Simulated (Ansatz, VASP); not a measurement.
One calculation of Al3C, two programs

```xyz
4
Lattice="2.8572 0.0000 0.0000 -1.4286 2.4744 0.0000 0.0000 0.0000 21.6016" Properties=species:S:1:pos:R:3 pbc="T T T"
Al    1.4286    0.8248    4.0000
Al    0.0000    1.6496    6.3009
Al    0.0000    0.0000    8.6016
C     3.3333   -1.9245   10.3616
```

Alike in both runs: task single point; functional PBE; k mesh 9 × 9 × 1; occupations gaussian, width 0.1 eV; collinear spin.

```csv
,VASP,Ansatz
version,VASP 6.6.1,Ansatz 0.2.0
potentials or method,"VASP PAW PBE potentials, release 64 (Al, C), cutoff 520 eV","scalar-relativistic, plane waves, PAW"
valence electrons in the cell,13,13
```

```tsv
	VASP	Ansatz	Ansatz less VASP
gap on the k mesh at the Fermi level (eV)	none	none	-
rms of the force components (eV/Å)	0.558	0.559	+0.0010
net moment per atom (μB)	0.00	0.00	0.000
work function, face that differs most (eV)	6.93	6.93	+0.002
```

Atom by atom the forces differ by 0.002 eV/Å (rms over components). A gap of «none» marks a metal or a gap that the smearing closes. With one functional, cell and mesh, what is left measures potentials, basis and numerics. Ansatz's warnings: seeded moment not kept.
